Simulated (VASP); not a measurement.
# Re (Fd-3m) in VASP: a series of runs

The runs below take Re through single point, with RPBE.

Everything below comes from runs of VASP 6.6.1. Logs are shortened: lines on timing, memory, paths and dates and some standing lists are left out, and cuts for length are marked.

**1. The cell of the first run**

Symmetry: Fd-3m, No. 227, cubic system. Conventional cell: a = 5.678 Å, b = 5.678 Å, c = 5.678 Å, α = 90.00°, β = 90.00°, γ = 90.00°. Re (site symmetry -43m) has 4 Re at 2.46 Å within 3.2 Å.

This isn't the form of Re at room conditions, which is hcp.

**2. Single point, RPBE**

Contents of INCAR:

```
SYSTEM = Re
  PREC = Accurate
  ENCUT = 520
  EDIFF = 1E-6
  ISMEAR = -1
  SIGMA = 0.1
  LREAL = .FALSE.
  LASPH = .TRUE.
  NELM = 60
  ALGO = Normal
  ISIF = 2
  LWAVE = .FALSE.
  LCHARG = .TRUE.
  GGA = RP
  LELF = .TRUE.
  LVHAR = .TRUE.
  NBANDS = 14
```

Contents of KPOINTS:

```
regular mesh
0
G
  10 10 10
  0 0 0
```

Contents of POSCAR:

```
Re
1.0
    0.0000000000      2.8388677614      2.8388677614
    2.8388677614      0.0000000000      2.8388677614
    2.8388677614      2.8388677614      0.0000000000
Re
2
Direct
    0.1250000000      0.1250000000      0.1250000000
    0.8750000000      0.8750000000      0.8750000000
```

Potentials or basis: VASP PAW PBE potentials, release 64 (Re).

Launch:

```sh
> cat potpaw_PBE.64/Re/POTCAR > POTCAR
> mpirun -np 1 vasp_std > vasp.out
```

OUTCAR:

```text
SYSTEM = Re
   PREC = Accurate
   ENCUT = 520
   EDIFF = 1E-6
   ISMEAR = -1
   LREAL = .FALSE.
   LASPH = .TRUE.
   NELM = 60
   ISIF = 2
   GGA = RP

 ion  position               nearest neighbor table
   1  0.125  0.125  0.125-   2 2.46   2 2.46   2 2.46   2 2.46
   2  0.875  0.875  0.875-   1 2.46   1 2.46   1 2.46   1 2.46

  LATTYP: Found a face centered cubic cell.
 ALAT       =     5.6777355228

  Lattice vectors:

 A1 = (   0.0000000000,   2.8388677614,   2.8388677614)
 A2 = (   2.8388677614,   0.0000000000,   2.8388677614)
 A3 = (   2.8388677614,   2.8388677614,   0.0000000000)

Analysis of symmetry for initial positions (statically):
=====================================================================
 Subroutine PRICEL returns:
 Original cell was already a primitive cell.

 Routine SETGRP: Setting up the symmetry group for a
 face centered cubic supercell.

 Subroutine GETGRP returns: Found 48 space group operations
 (whereof 12 operations were pure point group operations)
 out of a pool of 48 trial point group operations.

The static configuration has the point symmetry D_3d.
 The point group associated with its full space group is O_h .

Analysis of symmetry for dynamics (positions and initial velocities):
=====================================================================
 Subroutine PRICEL returns:
 Original cell was already a primitive cell.

 Routine SETGRP: Setting up the symmetry group for a
 face centered cubic supercell.

 Subroutine GETGRP returns: Found 48 space group operations
 (whereof 12 operations were pure point group operations)
 out of a pool of 48 trial point group operations.

The dynamic configuration has the point symmetry D_3d.
 The point group associated with its full space group is O_h .

 Subroutine INISYM returns: Found 48 space group operations
 (whereof 12 operations are pure point group operations),
 and found     1 'primitive' translations

----------------------------------------------------------------------------------------

                                     Primitive cell

  volume of cell :      45.7578

  direct lattice vectors                    reciprocal lattice vectors
     0.000000000  2.838867761  2.838867761    -0.176126555  0.176126555  0.176126555
     2.838867761  0.000000000  2.838867761     0.176126555 -0.176126555  0.176126555
     2.838867761  2.838867761  0.000000000     0.176126555  0.176126555 -0.176126555

  length of vectors
[... 92 lines left out ...]
   PSTRESS=    0.0 pullay stress
   NELECT =      14.0000    total number of electrons
   NUPDOWN=      -1.0000    fix difference up-down
   EMIN   =  10.00;   EMAX   =-10.00  energy-range for DOS
   EFERMI =   0.00;   METHOD = LEGACY
   ISMEAR =    -1;   SIGMA  =   0.10  broadening in eV -4-tet -1-fermi 0-gaus
   EFERMI_NEDOS =   21; number of points for ismear=-14 and -15
   IALGO  =     38    algorithm
   IMIX   =      4    mixing-type and parameters
     AMIX     =   0.40;   BMIX     =  1.00
     AMIX_MAG =   1.60;   BMIX_MAG =  1.00
  volume/ion in A,a.u.               =      22.88       154.39
  Fermi-wavevector in a.u.,A,eV,Ry     =   1.103136  2.084625 16.557049  1.216909
  Thomas-Fermi vector in A             =   2.239589
   LORBIT       =      0    0 simple, 1 ext, 2 COOP (PROOUT), +10 PAW based schemes
   GGA     = RP    functional components
   LHFCALC =     F    Hartree Fock is set to
   AEXX    =    0.0000 exact exchange contribution
   IVDW    =     0    specifies the selected vdW correction
   LEPSILON=     F    determine dielectric tensor
   LRPA    =     F    only Hartree local field effects (RPA)
 non-spin polarized calculation
  energy-cutoff  :      520.00
  volume of cell :       45.76
 maximum number of plane-waves:      1251
 NGX is ok and might be reduce to    30
   NGX = 15   NGY = 15   NGZ = 15

 number of electron      14.0000002 magnetization

 Free energy of the ion-electron system (eV)
  ---------------------------------------------------
  ext. energy  EPLUGINS =         0.00000000
  ---------------------------------------------------
  free energy    TOTEN  =       -20.66963845 eV

  energy without entropy =      -20.62329719  energy(sigma->0) =      -20.64646782

 E-fermi :   3.3778     XC(G=0): -10.8512

 val. band max:        3.3563889408   @ k =  -0.4000   0.4000   0.0000
 cond. band min:       3.3878433571   @ k =  -0.4000   0.2000   0.0000
 fundamental gap:      0.0314544163
 Fermi energy:         3.3778095544

 k-point     1 :       0.0000    0.0000    0.0000
  band No.  band energies     occupation
      1      -3.3312      2.00000
      2       0.4849      2.00000
      3       0.4849      2.00000
      4       1.1804      2.00000
      5       1.1804      2.00000
      6       1.1804      2.00000
      7       4.0403      0.00265
      8       4.0403      0.00265
      9       4.0403      0.00265
     10       7.3933      0.00000
     11       7.3933      0.00000
     12      14.5855      0.00000
     13      14.6990      0.00000
     14      16.1111      0.00000
[... 377 lines left out ...]
      1      -0.5780      2.00000
      2      -0.5247      2.00000
      3       0.5991      2.00000
      4       1.0793      2.00000
      5       1.4281      2.00000
      6       1.9186      2.00000
      7       2.4410      1.99983
      8       4.9105      0.00000
      9       5.3047      0.00000
     10       5.7260      0.00000
     11       7.6342      0.00000
     12       9.4182      0.00000
     13      10.2391      0.00000
     14      10.3254      0.00000

 [... further k-points ...]

------------------------ aborting loop because EDIFF is reached ----------------------------------------

  FORCE on cell =-STRESS in cart. coord.  units (eV):
  Direction    XX          YY          ZZ          XY          YZ          ZX
  --------------------------------------------------------------------------------------
  -------------------------------------------------------------------------------------
  Total       -0.4466821     -0.4466821     -0.4466821      0.0000000     -0.0000000     -0.0000000
  in kB      -15.6402495    -15.6402495    -15.6402495      0.0000000     -0.0000000     -0.0000000
  external PRESSURE =     -15.6402495 kB  Pullay stress =       0.0000000 kB

 VOLUME and BASIS-vectors are now :
 -----------------------------------------------------------------------------
  energy-cutoff  :      520.00
  volume of cell :       45.76
      direct lattice vectors                 reciprocal lattice vectors
     0.000000000  2.838867761  2.838867761    -0.176126555  0.176126555  0.176126555
     2.838867761  0.000000000  2.838867761     0.176126555 -0.176126555  0.176126555
     2.838867761  2.838867761  0.000000000     0.176126555  0.176126555 -0.176126555

 POSITION                                       TOTAL-FORCE (eV/Angst)
 -----------------------------------------------------------------------------------
      0.70972      0.70972      0.70972         0.000000      0.000000      0.000000
      4.96802      4.96802      4.96802        -0.000000     -0.000000     -0.000000
 -----------------------------------------------------------------------------------
    total drift:                               -0.000000      0.000000      0.000000

  FREE ENERGIE OF THE ION-ELECTRON SYSTEM (eV)
  ---------------------------------------------------
  free  energy   TOTEN  =       -20.6696384518 eV

  energy  without entropy=      -20.6232971883  energy(sigma->0) =      -20.64646782
```

OSZICAR:

```text
N       E                     dE             d eps       ncg     rms          rms(c)
DAV:   1     0.239423785074E+02    0.23942E+02   -0.62175E+03  2616   0.113E+03
DAV:   2    -0.197523181583E+02   -0.43695E+02   -0.37626E+02  2144   0.218E+02
DAV:   3    -0.211711562847E+02   -0.14188E+01   -0.13721E+01  2172   0.492E+01
DAV:   4    -0.211940591750E+02   -0.22903E-01   -0.22743E-01  2030   0.495E+00
DAV:   5    -0.211947043071E+02   -0.64513E-03   -0.64475E-03  2104   0.140E+00    0.260E+01
DAV:   6    -0.208160519999E+02    0.37865E+00   -0.36021E-01  2332   0.131E+01    0.123E+01
DAV:   7    -0.206775041501E+02    0.13855E+00   -0.23920E-01  2354   0.104E+01    0.711E-01
DAV:   8    -0.206694682545E+02    0.80359E-02   -0.15771E-02  2204   0.165E+00    0.201E-01
DAV:   9    -0.206696122434E+02   -0.14399E-03   -0.37219E-04  2280   0.367E-01    0.881E-02
DAV:  10    -0.206696304233E+02   -0.18180E-04   -0.17985E-05  2208   0.717E-02    0.364E-02
DAV:  11    -0.206696382463E+02   -0.78230E-05   -0.83820E-06  2130   0.832E-02    0.104E-02
DAV:  12    -0.206696384518E+02   -0.20549E-06   -0.12189E-07  1000   0.145E-02
   1 F= -.20669638E+02 E0= -.20646468E+02  d E =-.463413E-01
```

stdout:

```text
POSCAR found type information on POSCAR Re
 POSCAR found :  1 types and       2 ions
 scaLAPACK will be used
 -----------------------------------------------------------------------------
|                                                                             |
|                                                                             |
|     You enforced a specific xc type in the INCAR file but a different       |
|     I HOPE YOU KNOW WHAT YOU ARE DOING!                                     |
|                                                                             |
 -----------------------------------------------------------------------------

 LDA part: xc-table for (Slater+PW92), standard interpolation
 POSCAR, INCAR and KPOINTS ok, starting setup
 FFT: planning ... GRIDC
 FFT: planning ... GRID_SOFT
 FFT: planning ... GRID
 WAVECAR not read
 entering main loop
```

It took 38 s on 1 thread of Intel Xeon 8259CL, shared host; peak memory 0.18 GiB.

What came out:

```yaml
Free_energy: -20.6696 eV
Pressure: -1.6 GPa
Band_gap_on_the_k_mesh: zero (bands 7 and 8 overlap by 1.17 eV)
```

Caveat: the PAW data sets were made with another functional, which shifts forces and pressure a little; spin-orbit coupling is left out, which moves the levels of the heavy elements.

**3. Single point, RPBE (20.13 Å³/atom)**

This run uses another cell than the first one, of 20.13 Å³/atom.

Contents of INCAR:

```
PREC = Accurate
ENCUT = 520
EDIFF = 1E-6
ISMEAR = -1
SIGMA = 0.1
LREAL = F
LASPH = T
NELM = 80
ALGO = Normal
ISIF = 2
LWAVE = F
LCHARG = F
GGA = RP
NBANDS = 14
```

Contents of KPOINTS:

```
Automatic mesh
0
Gamma
  11 11 11
```

Contents of POSCAR:

```
Re
1.0
    0.0000000000      2.7204414727      2.7204414727
    2.7204414727      0.0000000000      2.7204414727
    2.7204414727      2.7204414727      0.0000000000
Re
2
Direct
    0.1250000000      0.1250000000      0.1250000000
    0.8750000000      0.8750000000      0.8750000000
```

Potentials or basis: VASP PAW PBE potentials, release 64 (Re).

Launch:

```sh
> cat potpaw_PBE.64/Re/POTCAR > POTCAR
> mpirun -np 1 vasp_std > vasp.out
```

Run time: 36 s. Hardware: 1 thread of Intel Xeon 8259CL, shared host; peak memory 0.18 GiB.

Results (log left out):

```
Free energy            : -20.3063 eV
Pressure               : 25.6 GPa
Band gap on the k mesh : zero (bands 7 and 8 overlap by 1.27 eV)
```

Levels at points of the mesh, in eV from the Fermi level:
| k point | band 3 | band 4 | band 5 | band 6 | band 7 | band 8 | band 9 | band 10 | band 11 | band 12 |
| --- | --- | --- | --- | --- | --- | --- | --- | --- | --- | --- |
| (0.00, 0.00, 0.00) | -3.54 | -2.49 | -2.49 | -2.49 | 0.72 | 0.72 | 0.72 | 4.77 | 4.77 | 11.62 |

Caveat: the cell stands under pressure; the PAW data sets were made with another functional, which shifts forces and pressure a little; spin-orbit coupling is left out, which moves the levels of the heavy elements.

[end of part 1 of 2]

The gap in the log of VASP goes by the Fermi energy; the results here count the filled bands.